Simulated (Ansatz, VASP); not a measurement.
# Two plane-wave programs on Ir

```
Ir
1.0
     0.00000    1.90609    1.90609
     1.90609    0.00000    1.90609
     1.90609    1.90609    0.00000
Ir
1
Direct
  0.00000 0.00000 0.00000
```

Alike in both runs: task single point; functional LDA; k mesh 5 × 5 × 5; occupations fermi-dirac, width 0.1 eV; no spin polarisation.

|  | VASP | Ansatz |
| --- | --- | --- |
| version | VASP 6.6.1 | Ansatz 0.2.0 |
| potentials or method | VASP PAW LDA potentials, release 64 (Ir), cutoff 520 eV | plane waves (420 eV) with PAW, scalar-relativistic |
| valence electrons in the cell | 9 | 17 |

Ansatz gave:

- pressure (GPa): 4.9

What did VASP give for the same quantities?

Pressure (GPa): 7.4.

Ansatz warns that its potentials were made for another functional, while VASP's fit it. LDA's correlation is that of Perdew and Zunger in VASP and of Perdew and Wang (1992) in Ansatz. VASP's potentials hold 9 valence electrons a cell and Ansatz's 17, so a difference there can come from the potentials and not from the codes.

The k mesh is coarse, so the values compare programs but aren't converged. Neither program's run includes spin-orbit coupling.
